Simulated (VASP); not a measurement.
Here is a VASP 6.6.1 calculation.

INCAR

```
  PREC = Accurate
  ENCUT = 520
  EDIFF = 1E-7
  ISMEAR = 0
  SIGMA = 0.02
  LREAL = False
  LASPH = True
  NELM = 100
  ALGO = Normal
  ISIF = 2
  LWAVE = False
  LCHARG = True
  GGA = CA
  LELF = True
  LVHAR = True
  NBANDS = 26
```

KPOINTS

```
regular mesh
0
Gamma
  12 12 6
```

Contents of POSCAR:

```
GaN
1.0
    3.1517989637      0.0000000000      0.0000000000
   -1.5758994818      2.7295379702      0.0000000000
    0.0000000000      0.0000000000      5.1384823971
Ga N
2 2
Direct
    0.6666666667      0.3333333333      0.4992976322
    0.3333333333      0.6666666667      0.9992976322
    0.6666666667      0.3333333333      0.8757023678
    0.3333333333      0.6666666667      0.3757023678
```

Potentials or basis: VASP PAW LDA potentials, release 64 (Ga_d, N).

The run is started by

```console
$ cat potpaw_LDA.64/Ga_d/POTCAR potpaw_LDA.64/N/POTCAR > POTCAR
$ mpirun -np 1 vasp_std > vasp.out
```

Task: What does it give for the pressure?

Result: 1.1 GPa.

Task: What does it give for the band gap on the k mesh?

Result: 2.15 eV, direct.

Expect the measured gap to be larger: semilocal functionals such as LDA lack the derivative discontinuity.
